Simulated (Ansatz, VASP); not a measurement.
Two plane-wave programs on Os

```
CELL_PARAMETERS angstrom
2.74613 0.00000 0.00000
-1.37307 2.37822 0.00000
0.00000 0.00000 4.32631
ATOMIC_POSITIONS crystal
Os 0.33333 0.66667 0.25000
Os 0.66667 0.33333 0.75693
```

Alike in both runs: task electric field gradients; functional r2SCAN; k mesh 15 × 15 × 9; occupations fermi-dirac, width 0.05 eV; no spin polarisation.

|  | VASP | Ansatz |
| --- | --- | --- |
| version | VASP 6.6.1 | Ansatz 0.2.0 |
| potentials or method | VASP PAW PBE potentials, release 64 (Os) | PAW with Ansatz's default frozen-core files, scalar-relativistic |
| plane-wave cutoff (eV) | 520 | 500 |
| valence electrons in the cell | 16 | 32 |

Ansatz gave:

```
pressure (GPa)                                                : -3.2
traceless stress, the component that is largest in VASP (GPa) : 1.22
rms of the force components (eV/Å)                            : 0.296
size of Vzz on the site where it differs most (V/Å²)          : 62.2
```

**Question.** What did VASP give for the same quantities?

**Answer.** Pressure (GPa): -2.3; traceless stress, the component that is largest in VASP (GPa): 1.22; rms of the force components (eV/Å): 0.297; size of Vzz on the site where it differs most (V/Å²): 81.8.

VASP's potentials were made for PBE, not for r2SCAN. Atom by atom the forces differ by 0.001 eV/Å (rms over components). VASP's potentials hold 16 valence electrons a cell and Ansatz's 32, so a difference there can come from the potentials and not from the codes.

Spin-orbit coupling is off throughout.
